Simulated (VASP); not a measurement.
A run of VASP 6.6.1 is set up as follows.

Contents of INCAR:

```
PREC = Accurate ; ENCUT = 520
EDIFF = 1E-7 ; ISMEAR = 0
SIGMA = 0.1 ; LREAL = False
LASPH = True ; NELM = 80
ALGO = Normal ; ISIF = 2
LWAVE = False ; LCHARG = True
LDIPOL = True ; IDIPOL = 3
DIPOL = 0.5 0.5 0.315 ; GGA = PE
LELF = True ; LVHAR = True
LVACPOTAV = True ; NBANDS = 54
```

File KPOINTS:

```
regular mesh
0
Gamma
  4 5 1
```

POSCAR

```
Sc8H
1.0
    6.6389479791      0.0000000000      0.0000000000
    0.0000000000      5.1626219083      0.0000000000
    0.0000000000      0.0000000000     19.1132872497
Sc H
8 1
Direct
    0.0000000000      0.7500000000      0.2092784955
    0.5000000000      0.7500000000      0.2092784955
    0.2500000000      0.2500000000      0.2594137541
    0.7500000000      0.2500000000      0.2594137541
    0.2500000000      0.7500000000      0.3452852846
    0.7500000000      0.7500000000      0.3452852846
    0.0000000000      0.2500000000      0.3983243254
    0.5000000000      0.2500000000      0.3983243254
    0.0000000000      0.6250000000      0.4112247112
```

Potentials or basis: VASP PAW PBE potentials, release 64 (Sc_sv, H).

Command:

```console
$ cat potpaw_PBE.64/Sc_sv/POTCAR potpaw_PBE.64/H/POTCAR > POTCAR
$ mpirun -np 1 vasp_std > vasp.out
```

Task: Predict the largest force.

Result: 0.721 eV/Å.

Task: Estimate the band gap on the k mesh.

Result: Zero (an odd number of electrons rules out a gap without spin polarisation).

Forces on the atoms (eV/Å):
```
Sc   0.000  0.003 -0.253
Sc   0.000 -0.003 -0.338
Sc  -0.034 -0.013  0.192
Sc   0.034 -0.013  0.192
Sc  -0.259 -0.340  0.193
Sc   0.259 -0.340  0.193
Sc   0.000  0.069 -0.126
Sc   0.000 -0.084 -0.062
H    0.000  0.721  0.009
```
